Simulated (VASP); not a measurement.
Input of a VASP 6.6.1 run:

File INCAR:

```
SYSTEM = Al4N5
ALGO = Normal
DIPOL = 0.5 0.5 0.289
EDIFF = 1E-6
ENCUT = 910
GGA = PE
GGA_COMPAT = .False.
IDIPOL = 3
ISIF = 2
ISMEAR = 0
IVDW = 12
LASPH = .True.
LCHARG = .False.
LDIPOL = .True.
LREAL = Auto
LWAVE = .False.
NBANDS = 52
NELM = 120
NELMDL = -8
PREC = Accurate
SIGMA = 0.05
```

The input KPOINTS:

```
k-points
0
Gamma
  5 6 1
  0 0 0
```

Contents of POSCAR:

```
Al4N5
1.0
    6.2178777932      0.0000000000      0.0000000000
    0.0000000000      4.9778062151      0.0000000000
    0.0000000000      0.0000000000     22.0612415661
Al N
8 10
Direct
    0.0000000000      0.9984444684      0.1813134582
    0.5000000000      0.9984444684      0.1813134582
    0.2500000000      0.4984444684      0.2219944576
    0.7500000000      0.4984444684      0.2219944576
    0.2500000000      0.9927115344      0.3083994001
    0.7500000000      0.9927115344      0.3083994001
    0.0000000000      0.4640676885      0.3340308200
    0.5000000000      0.4640676885      0.3340308200
    0.0000000000      0.6165555316      0.1813134582
    0.5000000000      0.6165555316      0.1813134582
    0.2500000000      0.1165555316      0.2219944576
    0.7500000000      0.1165555316      0.2219944576
    0.2500000000      0.6144481599      0.3071137031
    0.7500000000      0.6144481599      0.3071137031
    0.0000000000      0.1109285761      0.3427387141
    0.5000000000      0.1109285761      0.3427387141
    0.1250000000      0.8609285761      0.4741909713
    0.1250000000      0.8609285761      0.5240521723
```

Potentials or basis: VASP PAW PBE potentials, release 64 (Al, N_h).

Launch:

```sh
$ cat potpaw_PBE.64/Al/POTCAR potpaw_PBE.64/N_h/POTCAR > POTCAR
$ mpirun -np 1 vasp_std > vasp.out
```

(1) What does it give for the band gap on the k mesh?

(2) What does it give for the largest force?

(3) Estimate the dispersion energy per atom.

Results:

(1) 1.45 eV (least direct gap 1.46 eV).

(2) 2.739 eV/Å.

(3) -0.157 eV.
